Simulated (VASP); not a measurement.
# AlP (F-43m) in VASP: a series of runs

The runs below take AlP through single point, with PBEsol.

Everything below comes from runs of VASP 6.6.1. Logs are shortened: lines on timing, memory, paths and dates and some standing lists are left out, and cuts for length are marked.

## Step 1: The cell of the first run

Symmetry: F-43m, No. 216, cubic system. The conventional cell has a = 5.235 Å, b = 5.235 Å, c = 5.235 Å, α = 90.00°, β = 90.00°, γ = 90.00°. Within 3.0 Å of Al (site symmetry -43m) lie 4 P at 2.27 Å. Within 3.0 Å of P (site symmetry -43m) lie 4 Al at 2.27 Å.

## Step 2: Single point, PBEsol

The input, INCAR:

```
SYSTEM = AlP
  PREC = Accurate
  ENCUT = 500
  EDIFF = 1E-6
  ISMEAR = 0
  SIGMA = 0.01
  LREAL = .False.
  LASPH = .True.
  NELM = 120
  ALGO = Normal
  ISIF = 2
  LWAVE = .False.
  LCHARG = .True.
  GGA = PS
  LELF = .True.
  LVHAR = .True.
  NBANDS = 11
  GGA_COMPAT = .False.
```

The input, KPOINTS:

```
regular mesh
0
Gamma
  8 8 8
  0 0 0
```

The input, POSCAR:

```
AlP
1.0
    0.0000000000      2.6174544604      2.6174544604
    2.6174544604      0.0000000000      2.6174544604
    2.6174544604      2.6174544604      0.0000000000
Al P
1 1
Direct
    0.0000000000      0.0000000000      0.0000000000
    0.7500000000      0.7500000000      0.7500000000
```

Potentials or basis: VASP PAW PBE potentials, release 64 (Al, P).

On the command line:

```
> cat potpaw_PBE.64/Al/POTCAR potpaw_PBE.64/P/POTCAR > POTCAR
> mpirun -np 1 vasp_std > vasp.out
```

OUTCAR:

```text
SYSTEM = AlP
   PREC = Accurate
   ENCUT = 500
   EDIFF = 1E-6
   ISMEAR = 0
   LREAL = .False.
   LASPH = .True.
   NELM = 120
   ISIF = 2
   GGA = PS

 ion  position               nearest neighbor table
   1  0.000  0.000  0.000-   2 2.27   2 2.27   2 2.27   2 2.27
   2  0.750  0.750  0.750-   1 2.27   1 2.27   1 2.27   1 2.27

  LATTYP: Found a face centered cubic cell.
 ALAT       =     5.2349089208

  Lattice vectors:

 A1 = (   0.0000000000,   2.6174544604,   2.6174544604)
 A2 = (   2.6174544604,   0.0000000000,   2.6174544604)
 A3 = (   2.6174544604,   2.6174544604,   0.0000000000)

Analysis of symmetry for initial positions (statically):
=====================================================================
 Subroutine PRICEL returns:
 Original cell was already a primitive cell.

 Routine SETGRP: Setting up the symmetry group for a
 face centered cubic supercell.

 Subroutine GETGRP returns: Found 24 space group operations
 (whereof 24 operations were pure point group operations)
 out of a pool of 48 trial point group operations.

The static configuration has the point symmetry T_d .

Analysis of symmetry for dynamics (positions and initial velocities):
=====================================================================
 Subroutine PRICEL returns:
 Original cell was already a primitive cell.

 Routine SETGRP: Setting up the symmetry group for a
 face centered cubic supercell.

 Subroutine GETGRP returns: Found 24 space group operations
 (whereof 24 operations were pure point group operations)
 out of a pool of 48 trial point group operations.

The dynamic configuration has the point symmetry T_d .

 Subroutine INISYM returns: Found 24 space group operations
 (whereof 24 operations are pure point group operations),
 and found     1 'primitive' translations

----------------------------------------------------------------------------------------

                                     Primitive cell

  volume of cell :      35.8647

  direct lattice vectors                    reciprocal lattice vectors
     0.000000000  2.617454460  2.617454460    -0.191025291  0.191025291  0.191025291
     2.617454460  0.000000000  2.617454460     0.191025291 -0.191025291  0.191025291
     2.617454460  2.617454460  0.000000000     0.191025291  0.191025291 -0.191025291

  length of vectors
     3.701639597  3.701639597  3.701639597     0.330865510  0.330865510  0.330865510

  position of ions in fractional coordinates (direct lattice)
     0.000000000  0.000000000  0.000000000
     0.750000000  0.750000000  0.750000000

[... 85 lines left out ...]
   TEBEG  =    0.0;   TEEND  =   0.0 temperature during run
   PSTRESS=    0.0 pullay stress
   NELECT =       8.0000    total number of electrons
   NUPDOWN=      -1.0000    fix difference up-down
   EMIN   =  10.00;   EMAX   =-10.00  energy-range for DOS
   EFERMI =   0.00;   METHOD = LEGACY
   ISMEAR =     0;   SIGMA  =   0.01  broadening in eV -4-tet -1-fermi 0-gaus
   EFERMI_NEDOS =   21; number of points for ismear=-14 and -15
   IALGO  =     38    algorithm
   IMIX   =      4    mixing-type and parameters
     AMIX     =   0.40;   BMIX     =  1.00
     AMIX_MAG =   1.60;   BMIX_MAG =  1.00
  volume/ion in A,a.u.               =      17.93       121.01
  Fermi-wavevector in a.u.,A,eV,Ry     =   0.992847  1.876209 13.411879  0.985745
  Thomas-Fermi vector in A             =   2.124688
   LORBIT       =      0    0 simple, 1 ext, 2 COOP (PROOUT), +10 PAW based schemes
   GGA     = PS    functional components
   LHFCALC =     F    Hartree Fock is set to
   AEXX    =    0.0000 exact exchange contribution
   IVDW    =     0    specifies the selected vdW correction
   LEPSILON=     F    determine dielectric tensor
   LRPA    =     F    only Hartree local field effects (RPA)
 non-spin polarized calculation
 Gauss-broadening in eV      SIGMA  =   0.01
  energy-cutoff  :      500.00
  volume of cell :       35.86
 maximum number of plane-waves:       941
   NGX = 13   NGY = 13   NGZ = 13

 number of electron       8.0000001 magnetization

 Free energy of the ion-electron system (eV)
  ---------------------------------------------------
  ext. energy  EPLUGINS =         0.00000000
  ---------------------------------------------------
  free energy    TOTEN  =       -10.78072824 eV

  energy without entropy =      -10.78072824  energy(sigma->0) =      -10.78072824

 E-fermi :   5.8549     XC(G=0):  -9.8581

 val. band max:        5.7647296712   @ k =   0.0000   0.0000   0.0000
 cond. band min:       6.9247806900   @ k =   0.5000   0.5000   0.0000
 fundamental gap:      1.1600510188
 Fermi energy:         5.8549149785

 k-point     1 :       0.0000    0.0000    0.0000
  band No.  band energies     occupation
      1      -6.5406      2.00000
      2       5.7647      2.00000
      3       5.7647      2.00000
      4       5.7647      2.00000
      5      10.0569      0.00000
      6      10.4456      0.00000
      7      10.4456      0.00000
      8      10.4456      0.00000
      9      14.7035      0.00000
     10      14.7035      0.00000
     11      16.8006      0.00000
[... 309 lines left out ...]
 k-point    24 :      -0.3750    0.2500    0.1250
  band No.  band energies     occupation
      1      -4.1305      2.00000
      2       0.0355      2.00000
      3       2.8393      2.00000
      4       4.0477      2.00000
      5       9.6822      0.00000
      6      10.4480      0.00000
      7      12.9751      0.00000
      8      13.9037      0.00000
      9      15.2961      0.00000
     10      17.6805      0.00000
     11      19.3982      0.00000

 [... further k-points ...]

------------------------ aborting loop because EDIFF is reached ----------------------------------------

  FORCE on cell =-STRESS in cart. coord.  units (eV):
  Direction    XX          YY          ZZ          XY          YZ          ZX
  --------------------------------------------------------------------------------------
  -------------------------------------------------------------------------------------
  Total        3.3752485      3.3752485      3.3752485      0.0000000      0.0000000      0.0000000
  in kB      150.7818035    150.7818035    150.7818035      0.0000000      0.0000000      0.0000000
  external PRESSURE =     150.7818035 kB  Pullay stress =       0.0000000 kB

 VOLUME and BASIS-vectors are now :
 -----------------------------------------------------------------------------
  energy-cutoff  :      500.00
  volume of cell :       35.86
      direct lattice vectors                 reciprocal lattice vectors
     0.000000000  2.617454460  2.617454460    -0.191025291  0.191025291  0.191025291
     2.617454460  0.000000000  2.617454460     0.191025291 -0.191025291  0.191025291
     2.617454460  2.617454460  0.000000000     0.191025291  0.191025291 -0.191025291

 POSITION                                       TOTAL-FORCE (eV/Angst)
 -----------------------------------------------------------------------------------
      0.00000      0.00000      0.00000         0.000000      0.000000      0.000000
      3.92618      3.92618      3.92618        -0.000000     -0.000000     -0.000000
 -----------------------------------------------------------------------------------
    total drift:                               -0.000000     -0.000000     -0.000000

  FREE ENERGIE OF THE ION-ELECTRON SYSTEM (eV)
  ---------------------------------------------------
  free  energy   TOTEN  =       -10.7807282413 eV

  energy  without entropy=      -10.7807282413  energy(sigma->0) =      -10.78072824
```

Wall time 11 s (1 thread of Intel Xeon Platinum 8375C at 2.90GHz (Ice Lake), shared host); peak memory 0.15 GiB.

Results:

```yaml
Free_energy: -10.7807 eV
Pressure: 15.1 GPa
Band_gap_on_the_k_mesh: 1.16 eV (least direct gap 3.56 eV)
```

Caveat: the cell stands under pressure; the PAW data sets were made with another functional, which shifts forces and pressure a little.

## Step 3: Single point, PBEsol

This run uses another cell than the first one, of 19.61 Å³/atom.

The input, INCAR:

```
SYSTEM = AlP
ALGO     = Normal         ! electronic algorithm
EDIFF    = 1E-6           ! SCF threshold, eV
ENCUT    = 500            ! plane-wave cutoff, eV
GGA      = PS             ! functional
GGA_COMPAT= .FALSE.      
ISIF     = 2              ! what is computed and relaxed
ISMEAR   = 0              ! smearing method
LASPH    = .TRUE.         ! aspherical terms in the spheres
LCHARG   = .FALSE.        ! write CHGCAR
LREAL    = .FALSE.        ! projectors in reciprocal space
LWAVE    = .FALSE.        ! write WAVECAR
NBANDS   = 11             ! bands
NELM     = 120            ! most SCF steps
PREC     = Accurate       ! precision mode
SIGMA    = 0.01           ! smearing width, eV
```

The input, KPOINTS:

```
k-points
0
G
  8 8 8
  0 0 0
```

The input, POSCAR:

```
AlP
1.0
    0.0000000000      2.6967589397      2.6967589397
    2.6967589397      0.0000000000      2.6967589397
    2.6967589397      2.6967589397      0.0000000000
Al P
1 1
Direct
    0.0000000000      0.0000000000      0.0000000000
    0.7500000000      0.7500000000      0.7500000000
```

Potentials or basis: VASP PAW PBE potentials, release 64 (Al, P).

On the command line:

```
> cat potpaw_PBE.64/Al/POTCAR potpaw_PBE.64/P/POTCAR > POTCAR
> mpirun -np 1 vasp_std > vasp.out
```

Wall time 9.9 s (1 thread of Intel Xeon Platinum 8375C at 2.90GHz (Ice Lake), shared host); peak memory 0.15 GiB.

It converged, with:

| Quantity | Value |
| --- | --- |
| Free energy | -10.9739 eV |
| Pressure | 4.1 GPa |
| Band gap on the k mesh | 1.36 eV (least direct gap 3.51 eV) |

Levels at points of the mesh, in eV from the valence-band top:
```
           k point  band 2  band 3  band 4  band 5  band 6  band 7
(0.00, 0.00, 0.00)    0.00    0.00    0.00    3.51    4.56    4.56
(0.50, 0.00, 0.00)   -5.75   -0.79   -0.79    2.87    4.76    4.76
(0.50, 0.50, 0.00)   -5.47   -2.20   -2.20    1.36    2.35   11.31
```

Caveat: the cell stands under pressure; the PAW data sets were made with another functional, which shifts forces and pressure a little.
